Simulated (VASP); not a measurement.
# TeO (I4/mmm) in VASP: a series of runs

Runs on TeO. Level: PBE. Tasks: single point.

All numbers are computed with VASP 6.6.1; they aren't measurements. Logs are shortened: lines on timing, memory, paths and dates and some standing lists are left out, and cuts for length are marked.

### 1 The cell of the first run

The structure is tetragonal, space group I4/mmm (No. 139). Conventional cell: a = 3.309 Å, b = 3.309 Å, c = 7.622 Å, α = 90.00°, β = 90.00°, γ = 90.00°. Within 3.1 Å of Te (site symmetry 4/mmm) lie 4 O at 2.34 Å. Within 3.1 Å of O (site symmetry 4/mmm) lie 4 Te at 2.34 Å.

The cell was generated, and may not be a known phase.

### 2 Single point, PBE

INCAR reads:

```
PREC = Accurate
ENCUT = 600
EDIFF = 1E-6
ISMEAR = 0
SIGMA = 0.2
LREAL = False
LASPH = True
NELM = 120
ALGO = Normal
ISIF = 2
LWAVE = False
LCHARG = True
GGA = PE
LELF = True
LVHAR = True
NBANDS = 13
GGA_COMPAT = False
```

KPOINTS reads:

```
Automatic mesh
0
Gamma
  7 7 7
```

POSCAR reads:

```
TeO
1.0
   -1.6546487870      1.6546487870      3.8108198348
    1.6546487870     -1.6546487870      3.8108198348
    1.6546487870      1.6546487870     -3.8108198348
Te O
1 1
Direct
    0.0000000000      0.0000000000      0.0000000000
    0.5000000000      0.5000000000      0.0000000000
```

Potentials or basis: VASP PAW PBE potentials, release 64 (Te, O).

Started as:

```console
> cat potpaw_PBE.64/Te/POTCAR potpaw_PBE.64/O/POTCAR > POTCAR
> mpirun -np 1 vasp_std > vasp.out
```

OUTCAR:

```text
PREC = Accurate
   ENCUT = 600
   EDIFF = 1E-6
   ISMEAR = 0
   LREAL = False
   LASPH = True
   NELM = 120
   ISIF = 2
   GGA = PE

 ion  position               nearest neighbor table
   1  0.000  0.000  0.000-   2 2.34   2 2.34   2 2.34   2 2.34
   2  0.500  0.500  0.000-   1 2.34   1 2.34   1 2.34   1 2.34

  LATTYP: Found a body centered tetragonal cell.
 ALAT       =     3.3092975740
 C/A-ratio  =     2.3030989203

  Lattice vectors:

 A1 = (  -1.6546487870,   1.6546487870,   3.8108198348)
 A2 = (   1.6546487870,  -1.6546487870,   3.8108198348)
 A3 = (   1.6546487870,   1.6546487870,  -3.8108198348)

Analysis of symmetry for initial positions (statically):
=====================================================================
 Subroutine PRICEL returns:
 Original cell was already a primitive cell.

 Routine SETGRP: Setting up the symmetry group for a
 body centered tetragonal supercell.

 Subroutine GETGRP returns: Found 16 space group operations
 (whereof 16 operations were pure point group operations)
 out of a pool of 16 trial point group operations.

The static configuration has the point symmetry D_4h.

Analysis of symmetry for dynamics (positions and initial velocities):
=====================================================================
 Subroutine PRICEL returns:
 Original cell was already a primitive cell.

 Routine SETGRP: Setting up the symmetry group for a
 body centered tetragonal supercell.

 Subroutine GETGRP returns: Found 16 space group operations
 (whereof 16 operations were pure point group operations)
 out of a pool of 16 trial point group operations.

The dynamic configuration has the point symmetry D_4h.

 Subroutine INISYM returns: Found 16 space group operations
 (whereof 16 operations are pure point group operations),
 and found     1 'primitive' translations

----------------------------------------------------------------------------------------

                                     Primitive cell

  volume of cell :      41.7340

  direct lattice vectors                    reciprocal lattice vectors
    -1.654648787  1.654648787  3.810819835     0.000000000  0.302178930  0.131205363
     1.654648787 -1.654648787  3.810819835     0.302178930  0.000000000  0.131205363
     1.654648787  1.654648787 -3.810819835     0.302178930  0.302178930  0.000000000

  length of vectors
     4.471920508  4.471920508  4.471920508     0.329434292  0.329434292  0.427345541

  position of ions in fractional coordinates (direct lattice)
     0.000000000  0.000000000  0.000000000
     0.500000000  0.500000000  0.000000000

[... 87 lines left out ...]
   NELECT =      12.0000    total number of electrons
   NUPDOWN=      -1.0000    fix difference up-down
   EMIN   =  10.00;   EMAX   =-10.00  energy-range for DOS
   EFERMI =   0.00;   METHOD = LEGACY
   ISMEAR =     0;   SIGMA  =   0.20  broadening in eV -4-tet -1-fermi 0-gaus
   EFERMI_NEDOS =   21; number of points for ismear=-14 and -15
   IALGO  =     38    algorithm
   IMIX   =      4    mixing-type and parameters
     AMIX     =   0.40;   BMIX     =  1.00
     AMIX_MAG =   1.60;   BMIX_MAG =  1.00
  volume/ion in A,a.u.               =      20.87       140.82
  Fermi-wavevector in a.u.,A,eV,Ry     =   1.080534  2.041914 15.885542  1.167554
  Thomas-Fermi vector in A             =   2.216528
   LORBIT       =      0    0 simple, 1 ext, 2 COOP (PROOUT), +10 PAW based schemes
   GGA     = PE    functional components
   LHFCALC =     F    Hartree Fock is set to
   AEXX    =    0.0000 exact exchange contribution
   IVDW    =     0    specifies the selected vdW correction
   LEPSILON=     F    determine dielectric tensor
   LRPA    =     F    only Hartree local field effects (RPA)
 non-spin polarized calculation
 Gauss-broadening in eV      SIGMA  =   0.20
  energy-cutoff  :      600.00
  volume of cell :       41.73
 maximum number of plane-waves:      1420
   NGX = 17   NGY = 17   NGZ = 17

 number of electron      12.0000000 magnetization

 Free energy of the ion-electron system (eV)
  ---------------------------------------------------
  ext. energy  EPLUGINS =         0.00000000
  ---------------------------------------------------
  free energy    TOTEN  =        -8.14925827 eV

  energy without entropy =       -8.11444828  energy(sigma->0) =       -8.13185328

 E-fermi :   5.1600     XC(G=0):  -9.3992

 val. band max:        5.1557467719   @ k =  -0.4286  -0.4286   0.2857
 cond. band min:       5.1758451567   @ k =  -0.4286   0.1429   0.0000
 fundamental gap:      0.0200983848
 Fermi energy:         5.1599811855

 k-point     1 :       0.0000    0.0000    0.0000
  band No.  band energies     occupation
      1     -14.3319      2.00000
      2      -4.6915      2.00000
      3      -0.0049      2.00000
      4      -0.0049      2.00000
      5       1.1050      2.00000
      6       6.0487      0.00000
      7       9.5551      0.00000
      8      10.1015      0.00000
      9      10.1015      0.00000
     10      11.3566      0.00000
     11      16.1157      0.00000
     12      16.1157      0.00000
     13      17.1828      0.00000
[... 354 lines left out ...]
  band No.  band energies     occupation
      1     -13.3141      2.00000
      2      -5.9328      2.00000
      3      -1.7387      2.00000
      4       0.2560      2.00000
      5       1.7905      2.00000
      6       4.6829      1.99926
      7       7.0433      0.00000
      8       8.3595      0.00000
      9      12.2966      0.00000
     10      14.6027      0.00000
     11      15.2563      0.00000
     12      17.6068      0.00000
     13      19.1549      0.00000

 [... further k-points ...]

------------------------ aborting loop because EDIFF is reached ----------------------------------------

  FORCE on cell =-STRESS in cart. coord.  units (eV):
  Direction    XX          YY          ZZ          XY          YZ          ZX
  --------------------------------------------------------------------------------------
  -------------------------------------------------------------------------------------
  Total       -0.1294898     -0.1294898      0.1611648      0.0000000      0.0000000      0.0000000
  in kB       -4.9711408     -4.9711408      6.1871502      0.0000000      0.0000000      0.0000000
  external PRESSURE =      -1.2517105 kB  Pullay stress =       0.0000000 kB

 VOLUME and BASIS-vectors are now :
 -----------------------------------------------------------------------------
  energy-cutoff  :      600.00
  volume of cell :       41.73
      direct lattice vectors                 reciprocal lattice vectors
    -1.654648787  1.654648787  3.810819835     0.000000000  0.302178930  0.131205363
     1.654648787 -1.654648787  3.810819835     0.302178930  0.000000000  0.131205363
     1.654648787  1.654648787 -3.810819835     0.302178930  0.302178930  0.000000000

 POSITION                                       TOTAL-FORCE (eV/Angst)
 -----------------------------------------------------------------------------------
      0.00000      0.00000      0.00000        -0.000000     -0.000000      0.000000
      0.00000      0.00000      3.81082         0.000000      0.000000     -0.000000
 -----------------------------------------------------------------------------------
    total drift:                                0.000000     -0.000000      0.000000

  FREE ENERGIE OF THE ION-ELECTRON SYSTEM (eV)
  ---------------------------------------------------
  free  energy   TOTEN  =        -8.1492582695 eV

  energy  without entropy=       -8.1144482837  energy(sigma->0) =       -8.13185328
```

stdout:

```text
POSCAR found type information on POSCAR TeO
 POSCAR found :  2 types and       2 ions
 scaLAPACK will be used
 LDA part: xc-table for (Slater+PW92), standard interpolation
 POSCAR, INCAR and KPOINTS ok, starting setup
 FFT: planning ... GRIDC
 FFT: planning ... GRID_SOFT
 FFT: planning ... GRID
 WAVECAR not read
 entering main loop
```

It took 13 s on 1 thread of Intel Xeon 6975P-C (Granite Rapids), shared host; peak memory 0.21 GiB.

Results:

```yaml
Free_energy: -8.1493 eV
Pressure: -0.1 GPa
Band_gap_on_the_k_mesh: zero (bands 6 and 7 overlap by 1.69 eV)
```

Stress tensor (GPa, compression positive):
```
-0.50  0.00  0.00
 0.00 -0.50  0.00
 0.00  0.00  0.62
```

Levels at points of the mesh, in eV from the Fermi level:
```
           k point  band 2  band 3  band 4  band 5  band 6  band 7  band 8  band 9  band 10  band 11
(0.00, 0.00, 0.00)   -9.85   -5.16   -5.16   -4.05    0.89    4.40    4.94    4.94     6.20    10.96
```

Caveat: spin-orbit coupling is left out, which moves the levels of the heavy elements.

### 3 Single point, PBE

This run uses another cell than the first one: it holds 4 atoms, not 2.

INCAR reads:

```
SYSTEM = TeO
PREC = Accurate
ENCUT = 600
EDIFF = 1E-6
ISMEAR = 0
SIGMA = 0.2
LREAL = .False.
LASPH = .True.
NELM = 120
ALGO = Normal
ISIF = 2
LWAVE = .False.
LCHARG = .True.
GGA = PE
LELF = .True.
LVHAR = .True.
NBANDS = 20
GGA_COMPAT = .False.
```

KPOINTS reads:

```
regular mesh
0
Gamma
  7 7 7
  0 0 0
```

POSCAR reads:

```
TeO
1.0
   -1.9312630713      1.9312630713      5.8973407943
    1.9312630713     -1.9312630713      5.8973407943
    1.9312630713      1.9312630713     -5.8973407943
Te O
2 2
Direct
    0.1378491946      0.1378491946      0.0000000000
    0.8621508054      0.8621508054      0.0000000000
    0.2976620128      0.2976620128      0.0000000000
    0.7023379872      0.7023379872      0.0000000000
```

Potentials or basis: VASP PAW PBE potentials, release 64 (Te, O).

Started as:

```console
> cat potpaw_PBE.64/Te/POTCAR potpaw_PBE.64/O/POTCAR > POTCAR
> mpirun -np 1 vasp_std > vasp.out
```

OUTCAR:

```text
SYSTEM = TeO
   PREC = Accurate
   ENCUT = 600
   EDIFF = 1E-6
   ISMEAR = 0
   LREAL = .False.
   LASPH = .True.
   NELM = 120
   ISIF = 2
   GGA = PE

 ion  position               nearest neighbor table
   1  0.138  0.138  0.000-   3 1.88   2 3.25
   2  0.862  0.862  0.000-   4 1.88   1 3.25
   3  0.298  0.298  0.000-   1 1.88
   4  0.702  0.702  0.000-   2 1.88

  LATTYP: Found a body centered tetragonal cell.
 ALAT       =     3.8625261426
 C/A-ratio  =     3.0536185784

  Lattice vectors:

 A1 = (  -1.9312630713,   1.9312630713,   5.8973407943)
 A2 = (   1.9312630713,  -1.9312630713,   5.8973407943)
 A3 = (   1.9312630713,   1.9312630713,  -5.8973407943)

Analysis of symmetry for initial positions (statically):
=====================================================================
 Subroutine PRICEL returns:
 Original cell was already a primitive cell.

 Routine SETGRP: Setting up the symmetry group for a
 body centered tetragonal supercell.

 Subroutine GETGRP returns: Found 16 space group operations
 (whereof 16 operations were pure point group operations)
 out of a pool of 16 trial point group operations.

The static configuration has the point symmetry D_4h.

Analysis of symmetry for dynamics (positions and initial velocities):
=====================================================================
 Subroutine PRICEL returns:
 Original cell was already a primitive cell.

 Routine SETGRP: Setting up the symmetry group for a
 body centered tetragonal supercell.

 Subroutine GETGRP returns: Found 16 space group operations
 (whereof 16 operations were pure point group operations)
 out of a pool of 16 trial point group operations.

The dynamic configuration has the point symmetry D_4h.

 Subroutine INISYM returns: Found 16 space group operations
 (whereof 16 operations are pure point group operations),
 and found     1 'primitive' translations
[... 116 lines left out ...]
   IALGO  =     38    algorithm
   IMIX   =      4    mixing-type and parameters
     AMIX     =   0.40;   BMIX     =  1.00
     AMIX_MAG =   1.60;   BMIX_MAG =  1.00
  volume/ion in A,a.u.               =      22.00       148.43
  Fermi-wavevector in a.u.,A,eV,Ry     =   1.061725  2.006370 15.337315  1.127261
  Thomas-Fermi vector in A             =   2.197151
   LORBIT       =      0    0 simple, 1 ext, 2 COOP (PROOUT), +10 PAW based schemes
   GGA     = PE    functional components
   LHFCALC =     F    Hartree Fock is set to
   AEXX    =    0.0000 exact exchange contribution
   IVDW    =     0    specifies the selected vdW correction
   LEPSILON=     F    determine dielectric tensor
   LRPA    =     F    only Hartree local field effects (RPA)
 non-spin polarized calculation
 Gauss-broadening in eV      SIGMA  =   0.20
  energy-cutoff  :      600.00
  volume of cell :       87.98
 maximum number of plane-waves:      2960
 NGX is ok and might be reduce to    54

 number of electron      24.0000000 magnetization

 Free energy of the ion-electron system (eV)
  ---------------------------------------------------
  ext. energy  EPLUGINS =         0.00000000
  ---------------------------------------------------
  free energy    TOTEN  =       -16.56126592 eV

  energy without entropy =      -16.51612373  energy(sigma->0) =      -16.53869482

 E-fermi :   4.9573     XC(G=0):  -9.1533

 val. band max:        4.9371295391   @ k =   0.1429   0.1429   0.1429
 cond. band min:       4.9747203373   @ k =  -0.4286   0.2857   0.0000
 fundamental gap:      0.0375907982
 Fermi energy:         4.9572985003

 k-point     1 :       0.0000    0.0000    0.0000
  band No.  band energies     occupation
      1     -15.0561      2.00000
      2     -13.6522      2.00000
      3      -6.5252      2.00000
      4      -5.7536      2.00000
      5      -0.9639      2.00000
      6      -0.2695      2.00000
[... 541 lines left out ...]
     19      13.0672      0.00000
     20      15.0857      0.00000

 [... further k-points ...]

------------------------ aborting loop because EDIFF is reached ----------------------------------------

  FORCE on cell =-STRESS in cart. coord.  units (eV):
  Direction    XX          YY          ZZ          XY          YZ          ZX
  --------------------------------------------------------------------------------------
  -------------------------------------------------------------------------------------
  Total        0.2357692      0.2357692      0.4905596      0.0000000      0.0000000      0.0000000
  in kB        4.2933729      4.2933729      8.9331222      0.0000000      0.0000000      0.0000000
  external PRESSURE =       5.8399560 kB  Pullay stress =       0.0000000 kB

 VOLUME and BASIS-vectors are now :
 -----------------------------------------------------------------------------
  energy-cutoff  :      600.00
  volume of cell :       87.98
      direct lattice vectors                 reciprocal lattice vectors
    -1.931263071  1.931263071  5.897340794     0.000000000  0.258897924  0.084783976
     1.931263071 -1.931263071  5.897340794     0.258897924  0.000000000  0.084783976
     1.931263071  1.931263071 -5.897340794     0.258897924  0.258897924  0.000000000

 POSITION                                       TOTAL-FORCE (eV/Angst)
 -----------------------------------------------------------------------------------
      0.00000      0.00000      1.62589        -0.000000     -0.000000     -0.094802
      0.00000      0.00000     10.16879        -0.000000     -0.000000      0.094802
      0.00000      0.00000      3.51083         0.000000      0.000000      0.108930
      0.00000      0.00000      8.28385         0.000000      0.000000     -0.108930
 -----------------------------------------------------------------------------------
    total drift:                                0.000000     -0.000000      0.000000

  FREE ENERGIE OF THE ION-ELECTRON SYSTEM (eV)
  ---------------------------------------------------
  free  energy   TOTEN  =       -16.5612659231 eV

  energy  without entropy=      -16.5161237261  energy(sigma->0) =      -16.53869482
```

OSZICAR:

```text
N       E                     dE             d eps       ncg     rms          rms(c)
DAV:   1     0.137609123037E+03    0.13761E+03   -0.11539E+04  1600   0.115E+03
DAV:   2    -0.875569958051E+01   -0.14636E+03   -0.14186E+03  2156   0.209E+02
DAV:   3    -0.200379227963E+02   -0.11282E+02   -0.11182E+02  1896   0.647E+01
DAV:   4    -0.201669043434E+02   -0.12898E+00   -0.12881E+00  1924   0.788E+00
DAV:   5    -0.201689351527E+02   -0.20308E-02   -0.20308E-02  2040   0.939E-01    0.192E+01
DAV:   6    -0.170957058039E+02    0.30732E+01   -0.19658E+01  1732   0.320E+01    0.117E+01
DAV:   7    -0.165786869473E+02    0.51702E+00   -0.27719E+00  1776   0.121E+01    0.662E+00
DAV:   8    -0.165702258584E+02    0.84611E-02   -0.46095E-01  1744   0.451E+00    0.183E+00
DAV:   9    -0.165610108939E+02    0.92150E-02   -0.32670E-02  2068   0.134E+00    0.441E-01
DAV:  10    -0.165618096183E+02   -0.79872E-03   -0.69555E-03  1804   0.622E-01    0.254E-01
DAV:  11    -0.165612475430E+02    0.56208E-03   -0.14236E-03  1864   0.333E-01    0.911E-02
DAV:  12    -0.165612824777E+02   -0.34935E-04   -0.35043E-04  1784   0.120E-01    0.678E-02
DAV:  13    -0.165612674825E+02    0.14995E-04   -0.75020E-05  1852   0.624E-02    0.297E-02
DAV:  14    -0.165612652397E+02    0.22428E-05   -0.10969E-05  1752   0.249E-02    0.119E-02
DAV:  15    -0.165612659231E+02   -0.68346E-06   -0.83003E-07  1172   0.570E-03
   1 F= -.16561266E+02 E0= -.16538695E+02  d E =-.451422E-01
```

Run time: 96 s. Hardware: 1 thread of Intel Xeon 6975P-C (Granite Rapids), shared host; peak memory 0.39 GiB.

Results:

* Free energy: -16.5613 eV
* Pressure: 0.6 GPa
* Largest force: 0.109 eV/Å
* Band gap on the k mesh: zero (bands 12 and 13 overlap by 0.76 eV)

Forces in eV/Å, atoms in the order of the input:
```
Te   0.000  0.000 -0.095
Te   0.000  0.000  0.095
O    0.000  0.000  0.109
O    0.000  0.000 -0.109
```

Stress tensor (GPa, compression positive):
```
0.43 0.00 0.00
0.00 0.43 0.00
0.00 0.00 0.89
```

Levels at points of the mesh, in eV from the Fermi level:
```
           k point  band 10  band 11  band 12  band 13  band 14  band 15
(0.00, 0.00, 0.00)    -2.69    -0.28    -0.28     0.62     2.31     2.31
```

Caveat: spin-orbit coupling is left out, which moves the levels of the heavy elements.

The gap in the log of VASP goes by the Fermi energy; the results here count the filled bands.